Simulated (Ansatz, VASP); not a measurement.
One calculation of Ga2S5, two programs

Contents of INCAR:

```
SYSTEM = Ga2S5
ALGO = Normal
EDIFF = 1E-6
EDIFFG = -0.04
ENCUT = 600
GGA = PE
IBRION = 2
ISIF = 3
ISMEAR = 0
LASPH = .True.
LCHARG = .False.
LREAL = .False.
LWAVE = .False.
NELM = 100
NSW = 90
PREC = Accurate
SIGMA = 0.1
```

KPOINTS

```
k-points
0
Gamma
  3 3 4
  0 0 0
```

File POSCAR:

```
Ga2S5
1.0
    6.8969246500      0.0000000000      0.0000000000
   -3.4484623300      5.9729119600      0.0000000000
    0.0000000000      0.0000000000      4.1504672900
Ga S
2 5
Direct
    0.3333333300      0.6666666700      0.5000000000
    0.6666666700      0.3333333300      0.5000000000
    0.3333333300      0.6666666700      0.0843278500
    0.0000000000      0.5000000000      0.5000000000
    0.5000000000      0.5000000000      0.5000000000
    0.5000000000      0.0000000000      0.5000000000
    0.6666666700      0.3333333300      0.9156721500
```

Input for Ansatz:

```yaml
crystal:
  lattice:
    - [6.89692465, 0.0, 0.0]
    - [-3.44846233, 5.97291196, 0.0]
    - [0.0, 0.0, 4.15046729]
  atoms:
    - { symbol: Ga, position: [0.33333333, 0.66666667, 0.5] }
    - { symbol: Ga, position: [0.66666667, 0.33333333, 0.5] }
    - { symbol: S, position: [0.33333333, 0.66666667, 0.08432785] }
    - { symbol: S, position: [0.0, 0.5, 0.5] }
    - { symbol: S, position: [0.5, 0.5, 0.5] }
    - { symbol: S, position: [0.5, 0.0, 0.5] }
    - { symbol: S, position: [0.66666667, 0.33333333, 0.91567215] }
basis:
  ecutwfc: 420
kpoints:
  mp_grid: { grid: [3, 3, 4] }
hamiltonian:
  xc: pbe
scf:
  occupations: { method: gaussian, width: 0.1 }
  lower_state_search: "off"
output:
  forces: true
  stress: true
  eigenvalues: true
relax:
  adjacent_minimum: "off"
  f_tol: 0.04
  max_steps: 70
  cell: { stress_tol: 0.4 }
```

Alike in both runs: task relaxation of cell and atoms; functional PBE; k mesh 3 × 3 × 4; occupations gaussian, width 0.1 eV; no spin polarisation.

|  | VASP | Ansatz |
| --- | --- | --- |
| version | VASP 6.6.1 | Ansatz 0.2.0 |
| potentials or method | VASP PAW PBE potentials, release 64 (Ga_d, S), cutoff 600 eV | scalar-relativistic, plane waves, PAW |
| valence electrons in the cell | 56 | 56 |

|  | VASP | Ansatz | Ansatz less VASP |
| --- | --- | --- | --- |
| gap on the k mesh at the Fermi level, each at its own relaxed structure (eV) | none | none | - |
| relaxed volume (Å³/atom) | 33.04 | 32.81 | -0.230 |
| relaxed cell length with the largest relative difference (Å) | 5.448 | 5.427 | -0.0201 |

A gap of «none» marks a metal or a gap that the smearing closes.

The k mesh is coarse, so the values compare programs but aren't converged. Noted on VASP's run: the volume moved by over 15 % at a fixed basis, so the end points are rough.
